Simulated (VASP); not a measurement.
# InP: single point with PBE

InP:

```xyz
2
Lattice="0.0000 2.9305 2.9305 2.9305 0.0000 2.9305 2.9305 2.9305 0.0000" Properties=species:S:1:pos:R:3 pbc="T T T"
In    0.0000    0.0000    0.0000
P     4.3957    4.3957    4.3957
```

```yaml
Program: VASP 6.6.1
Task: single point
Functional: PBE
Potentials_or_basis: VASP PAW PBE potentials, release 64 (In_d, P)
Cutoff: 520 eV
k_mesh: 8 × 8 × 8
Occupations: gaussian, width 0.024 eV
Spin: no spin polarisation
```

| Property | Result |
| --- | --- |
| Pressure | 3.3 GPa |
| Band gap on the k mesh | 0.71 eV |

Levels at points of the mesh, in eV from the valence-band top:
```csv
k point,band 5,band 6,band 7,band 8,band 9,band 10,band 11,band 12,band 13,band 14
"(0.00, 0.00, 0.00)",-14.03,-11.52,0.00,0.00,0.00,0.71,4.09,4.09,4.09,8.58
"(0.50, 0.00, 0.00)",-14.02,-9.79,-5.73,-0.97,-0.97,1.50,4.81,4.81,7.10,9.48
"(0.50, 0.50, 0.00)",-14.00,-9.14,-5.75,-2.32,-2.32,1.76,2.27,9.21,9.60,9.60
```

Wall time 15 s on 1 thread of Intel(R) Xeon(R) Platinum 8259CL CPU @ 2.50GHz (Skylake/Cascade Lake), on a shared host, peak memory 0.18 GiB.

Caveat: the cell stands under pressure; semilocal functionals underestimate gaps, and a narrow one can read as zero; spin-orbit coupling is left out, which moves the levels of the heavy elements. Expect the measured gap to be larger: semilocal functionals such as PBE lack the derivative discontinuity.
